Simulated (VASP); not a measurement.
# As in VASP: notebook, part 2 of 2

VASP 6.6.1.

## Step 3: Single point, PBE

This run uses another cell than the first one, of 19.84 Å³/atom, 0.922 times its volume.

INCAR

```
SYSTEM = As
PREC = Accurate
ENCUT = 520
EDIFF = 1E-6
ISMEAR = -1
SIGMA = 0.05
LREAL = .FALSE.
LASPH = .TRUE.
NELM = 60
ALGO = Normal
ISIF = 2
LWAVE = .FALSE.
LCHARG = .TRUE.
GGA = PE
LELF = .TRUE.
LVHAR = .TRUE.
NBANDS = 12
```

KPOINTS

```
Automatic mesh
0
G
  7 7 7
  0 0 0
```

POSCAR

```
As
1.0
    1.8055650228      1.0424434519      3.5140619945
   -1.8055650228      1.0424434519      3.5140619945
    0.0000000000     -2.0848869038      3.5140619945
As
2
Direct
    0.2260000000      0.2260000000      0.2260000000
    0.7740000000      0.7740000000      0.7740000000
```

Potentials or basis: VASP PAW PBE potentials, release 64 (As).

On the command line:

```
$ cat potpaw_PBE.64/As/POTCAR > POTCAR
$ mpirun -np 1 vasp_std > vasp.out
```

It took 8.8 s on 1 thread of Intel Xeon 6975P-C (Granite Rapids), shared host; peak memory 0.17 GiB.

Results (log left out):

```
Free energy            : -9.1428 eV
Pressure               : 13.2 GPa
Largest force          : 1.047 eV/Å
Band gap on the k mesh : zero (band 5 reaches 6.71 eV, above the bottom of band 6 at 6.38 eV)
```

Forces on the atoms (eV/Å):
```
As   0.000  0.000  1.047
As   0.000  0.000 -1.047
```

Stress tensor (GPa, compression positive):
```
14.93  0.00  0.00
 0.00 14.93  0.00
 0.00  0.00  9.70
```

Levels at points of the mesh, in eV from the Fermi level:
| k point | band 1 | band 2 | band 3 | band 4 | band 5 | band 6 | band 7 | band 8 | band 9 | band 10 |
| --- | --- | --- | --- | --- | --- | --- | --- | --- | --- | --- |
| (0.00, 0.00, 0.00) | -16.02 | -5.67 | -3.22 | -2.14 | -2.14 | 1.55 | 2.92 | 2.92 | 6.96 | 6.96 |

Caveat: forces of over 1 eV/Å act on the atoms, so gaps and moduli don't describe the material at rest.

## Step 4: Single point, PBE

This run uses another cell than the first one, of 20.68 Å³/atom, 0.960 times its volume.

INCAR, as its differences from that of step 3:

```diff
@@ -3,3 +3,3 @@
 ENCUT = 520
-EDIFF = 1E-6
+EDIFF = 1E-7
 ISMEAR = -1
@@ -8,3 +8,3 @@
 LASPH = .TRUE.
-NELM = 60
+NELM = 100
 ALGO = Normal
```

KPOINTS

```
regular mesh
0
G
  7 7 7
  0 0 0
```

POSCAR

```
As
1.0
    1.8431809607      1.0641610238      3.5140619945
   -1.8431809607      1.0641610238      3.5140619945
    0.0000000000     -2.1283220477      3.5140619945
As
2
Direct
    0.2260000000      0.2260000000      0.2260000000
    0.7740000000      0.7740000000      0.7740000000
```

Potentials or basis: VASP PAW PBE potentials, release 64 (As).

On the command line:

```
$ cat potpaw_PBE.64/As/POTCAR > POTCAR
$ mpirun -np 1 vasp_std > vasp.out
```

OUTCAR:

```text
SYSTEM = As
   PREC = Accurate
   ENCUT = 520
   EDIFF = 1E-7
   ISMEAR = -1
   LREAL = .FALSE.
   LASPH = .TRUE.
   NELM = 100
   ISIF = 2
   GGA = PE

 ion  position               nearest neighbor table
   1  0.226  0.226  0.226-   2 2.47   2 2.47   2 2.47
   2  0.774  0.774  0.774-   1 2.47   1 2.47   1 2.47

  LATTYP: Found a trigonal (rhomboedric) cell.
 ALAT       =     4.1083313449
 COS(alpha) =     0.5974359201

  Lattice vectors:

[... 543 lines left out ...]

 [... further k-points ...]

------------------------ aborting loop because EDIFF is reached ----------------------------------------

  FORCE on cell =-STRESS in cart. coord.  units (eV):
  Direction    XX          YY          ZZ          XY          YZ          ZX
  --------------------------------------------------------------------------------------
  -------------------------------------------------------------------------------------
  Total        2.3641257      2.3641257      1.5864092      0.0000000     -0.0000000      0.0000000
  in kB       91.5893878     91.5893878     61.4596124      0.0000000     -0.0000000      0.0000000
  external PRESSURE =      81.5461294 kB  Pullay stress =       0.0000000 kB

 VOLUME and BASIS-vectors are now :
 -----------------------------------------------------------------------------
  energy-cutoff  :      520.00
  volume of cell :       41.36
      direct lattice vectors                 reciprocal lattice vectors
     1.843180961  1.064161024  3.514061995     0.271270163  0.156617902  0.094856987
    -1.843180961  1.064161024  3.514061995    -0.271270163  0.156617902  0.094856987
     0.000000000 -2.128322048  3.514061995     0.000000000 -0.313235803  0.094856987

 POSITION                                       TOTAL-FORCE (eV/Angst)
 -----------------------------------------------------------------------------------
      0.00000     -0.00000      2.38253         0.000000     -0.000000      0.711419
      0.00000     -0.00000      8.15965         0.000000      0.000000     -0.711419
 -----------------------------------------------------------------------------------
    total drift:                               -0.000000     -0.000000      0.000000

  FREE ENERGIE OF THE ION-ELECTRON SYSTEM (eV)
  ---------------------------------------------------
  free  energy   TOTEN  =        -9.2674804132 eV

  energy  without entropy=       -9.2657745671  energy(sigma->0) =       -9.26662749
```

OSZICAR:

```text
N       E                     dE             d eps       ncg     rms          rms(c)
DAV:   1     0.305561954571E+02    0.30556E+02   -0.42162E+03  1056   0.699E+02
DAV:   2    -0.761906165788E+01   -0.38175E+02   -0.36439E+02  1404   0.117E+02
DAV:   3    -0.928273404283E+01   -0.16637E+01   -0.16579E+01  1336   0.245E+01
DAV:   4    -0.929081292620E+01   -0.80789E-02   -0.80784E-02  1168   0.195E+00
DAV:   5    -0.929083188183E+01   -0.18956E-04   -0.18955E-04  1348   0.103E-01    0.368E+00
DAV:   6    -0.927502102071E+01    0.15811E-01   -0.71503E-03  1176   0.491E-01    0.222E+00
DAV:   7    -0.926731235541E+01    0.77087E-02   -0.15337E-02  1204   0.745E-01    0.827E-02
DAV:   8    -0.926743576174E+01   -0.12341E-03   -0.41592E-04  1252   0.121E-01    0.297E-02
DAV:   9    -0.926748020831E+01   -0.44447E-04   -0.55331E-05  1228   0.467E-02    0.143E-02
DAV:  10    -0.926748019594E+01    0.12373E-07   -0.31223E-06  1288   0.100E-02    0.430E-03
DAV:  11    -0.926748033843E+01   -0.14249E-06   -0.92842E-07  1212   0.595E-03    0.106E-03
DAV:  12    -0.926748041321E+01   -0.74781E-07   -0.43831E-08   872   0.117E-03
   1 F= -.92674804E+01 E0= -.92666275E+01  d E =-.170585E-02
```

stdout:

```text
POSCAR found type information on POSCAR As
 POSCAR found :  1 types and       2 ions
 scaLAPACK will be used
 LDA part: xc-table for (Slater+PW92), standard interpolation
 POSCAR, INCAR and KPOINTS ok, starting setup
 FFT: planning ... GRIDC
 FFT: planning ... GRID_SOFT
 FFT: planning ... GRID
 WAVECAR not read
 entering main loop
```

It took 8.8 s on 1 thread of Intel Xeon 6975P-C (Granite Rapids), shared host; peak memory 0.17 GiB.

What came out:

* Free energy: -9.2675 eV
* Pressure: 8.2 GPa
* Largest force: 0.711 eV/Å
* Band gap on the k mesh: zero (band 5 reaches 6.08 eV, above the bottom of band 6 at 5.93 eV)

Forces on the atoms (eV/Å):
```
As   0.000  0.000  0.711
As   0.000  0.000 -0.711
```

Levels at points of the mesh, in eV from the Fermi level:
```
           k point  band 2  band 3  band 4  band 5  band 6  band 7  band 8  band 9
(0.00, 0.00, 0.00)   -5.74   -2.86   -2.12   -2.12    1.53    2.89    2.89    6.89
```

## Step 5: Single point, PBE

This run uses another cell than the first one, of 21.10 Å³/atom, 0.980 times its volume.

INCAR

```
SYSTEM = As
PREC = Accurate ; ENCUT = 520
EDIFF = 1E-6 ; ISMEAR = -1
SIGMA = 0.05 ; LREAL = .False.
LASPH = .True. ; NELM = 60
ALGO = Normal ; ISIF = 2
LWAVE = .False. ; LCHARG = .False.
GGA = PE ; NBANDS = 12
```

KPOINTS

```
regular mesh
0
Gamma
  7 7 7
  0 0 0
```

POSCAR

```
As
1.0
    1.8619889297      1.0750198097      3.5140619945
   -1.8619889297      1.0750198097      3.5140619945
    0.0000000000     -2.1500396196      3.5140619945
As
2
Direct
    0.2260000000      0.2260000000      0.2260000000
    0.7740000000      0.7740000000      0.7740000000
```

Potentials or basis: VASP PAW PBE potentials, release 64 (As).

On the command line:

```
$ cat potpaw_PBE.64/As/POTCAR > POTCAR
$ mpirun -np 1 vasp_std > vasp.out
```

OUTCAR:

```text
SYSTEM = As
   PREC = Accurate
   ENCUT = 520
   EDIFF = 1E-6
   ISMEAR = -1
   LREAL = .False.
   LASPH = .True.
   NELM = 60
   ISIF = 2
   GGA = PE

 ion  position               nearest neighbor table
   1  0.226  0.226  0.226-   2 2.49   2 2.49   2 2.49
   2  0.774  0.774  0.774-   1 2.49   1 2.49   1 2.49

  LATTYP: Found a trigonal (rhomboedric) cell.
 ALAT       =     4.1196240201
 COS(alpha) =     0.5914276040

  Lattice vectors:

 A1 = (   1.8619889297,   1.0750198097,   3.5140619945)
 A2 = (  -1.8619889297,   1.0750198097,   3.5140619945)
[... 536 lines left out ...]
      8       9.7147      0.00000
      9      11.6808      0.00000
     10      14.7552      0.00000
     11      15.9686      0.00000
     12      16.3090      0.00000

 [... further k-points ...]
[... 5 lines left out ...]
  --------------------------------------------------------------------------------------
  -------------------------------------------------------------------------------------
  Total        1.7442735      1.7442735      1.2204850      0.0000000     -0.0000000      0.0000000
  in kB       66.2172193     66.2172193     46.3328269      0.0000000     -0.0000000      0.0000000
  external PRESSURE =      59.5890885 kB  Pullay stress =       0.0000000 kB

 VOLUME and BASIS-vectors are now :
 -----------------------------------------------------------------------------
  energy-cutoff  :      520.00
  volume of cell :       42.20
      direct lattice vectors                 reciprocal lattice vectors
     1.861988930  1.075019810  3.514061995     0.268530061  0.155035903  0.094856987
    -1.861988930  1.075019810  3.514061995    -0.268530061  0.155035903  0.094856987
     0.000000000 -2.150039620  3.514061995     0.000000000 -0.310071805  0.094856987

 POSITION                                       TOTAL-FORCE (eV/Angst)
 -----------------------------------------------------------------------------------
      0.00000     -0.00000      2.38253         0.000000     -0.000000      0.573912
      0.00000     -0.00000      8.15965         0.000000      0.000000     -0.573912
 -----------------------------------------------------------------------------------
    total drift:                               -0.000000     -0.000000      0.000000

  FREE ENERGIE OF THE ION-ELECTRON SYSTEM (eV)
  ---------------------------------------------------
  free  energy   TOTEN  =        -9.3091067583 eV

  energy  without entropy=       -9.3069056498  energy(sigma->0) =       -9.30800620
```

stdout:

```text
POSCAR found type information on POSCAR As
 POSCAR found :  1 types and       2 ions
 scaLAPACK will be used
 LDA part: xc-table for (Slater+PW92), standard interpolation
 POSCAR, INCAR and KPOINTS ok, starting setup
 FFT: planning ... GRIDC
 FFT: planning ... GRID_SOFT
 FFT: planning ... GRID
 WAVECAR not read
 entering main loop
```

It took 6.6 s on 1 thread of Intel Xeon 6975P-C (Granite Rapids), shared host; peak memory 0.17 GiB.

What came out:

```
Free energy            : -9.3091 eV
Pressure               : 6.0 GPa
Largest force          : 0.574 eV/Å
Band gap on the k mesh : zero (band 5 reaches 5.79 eV, above the bottom of band 6 at 5.70 eV)
```

Forces on the atoms (eV/Å):
```
As   0.000  0.000  0.574
As   0.000  0.000 -0.574
```

Stress tensor (GPa, compression positive):
```
6.62 0.00 0.00
0.00 6.62 0.00
0.00 0.00 4.63
```

Levels at points of the mesh, in eV from the Fermi level:
```
           k point  band 2  band 3  band 4  band 5  band 6  band 7  band 8  band 9
(0.00, 0.00, 0.00)   -5.77   -2.68   -2.09   -2.09    1.55    2.88    2.88    6.87
```

## Step 6: Summary

| cell | k mesh | gap on the mesh (eV) | pressure (GPa) | largest force (eV/Å) |
| --- | --- | --- | --- | --- |
| a = 4.131 Å, angles 54.2°, 2 atoms | 9 × 9 × 9 | none | 4.7 | 0.78 |
| a = 4.086 Å, angles 52.4°, 2 atoms | 7 × 7 × 7 | none | 13.2 | 1.05 |
| a = 4.108 Å, angles 53.3°, 2 atoms | 7 × 7 × 7 | none | 8.2 | 0.71 |
| a = 4.120 Å, angles 53.7°, 2 atoms | 7 × 7 × 7 | none | 6.0 | 0.57 |

Alike in all rows: task single point; level PBE; potentials or basis VASP PAW PBE potentials, release 64 (As); no spin polarisation; cutoff (eV) 520; smearing fermi-dirac 0.05 eV.

Caveats: forces of over 1 eV/Å act on the atoms, so gaps and moduli don't describe the material at rest (some runs).

Total energies depend on the potentials used, so only differences within one code and one set of settings carry meaning.
